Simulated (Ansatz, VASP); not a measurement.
# Two plane-wave programs on Sb3S

```
CELL_PARAMETERS angstrom
4.61922 0.00000 0.00000
0.00000 4.61922 0.00000
0.00000 0.00000 4.61922
ATOMIC_POSITIONS crystal
Sb 0.00000 0.50000 0.50000
Sb 0.50000 0.00000 0.50000
Sb 0.50000 0.50000 0.00000
S 0.00000 0.00000 0.00000
```

Alike in both runs: functional PBE; k mesh 10 × 10 × 10; occupations gaussian, width 0.1 eV; no spin polarisation.

Ansatz relaxed the structure, and its values are those at the end. VASP's run is a single point on that final structure, the one shown.

|  | VASP | Ansatz |
| --- | --- | --- |
| version | VASP 6.6.1 | Ansatz 0.2.0 |
| potentials or method | VASP PAW PBE potentials, release 64 (Sb, S), cutoff 520 eV | scalar-relativistic, plane waves, PAW |
| valence electrons in the cell | 21 | 51 |

|  | VASP | Ansatz | Ansatz less VASP |
| --- | --- | --- | --- |
| gap on the k mesh at the Fermi level (eV) | none | none | - |
| pressure (GPa) | -0.2 | 0.0 | +0.18 |

A gap of «none» marks a metal or a gap that the smearing closes. With one functional, cell and mesh, what is left measures potentials, basis and numerics. VASP's potentials hold 21 valence electrons a cell and Ansatz's 51, so a difference there can come from the potentials and not from the codes.

Spin-orbit coupling is off throughout.
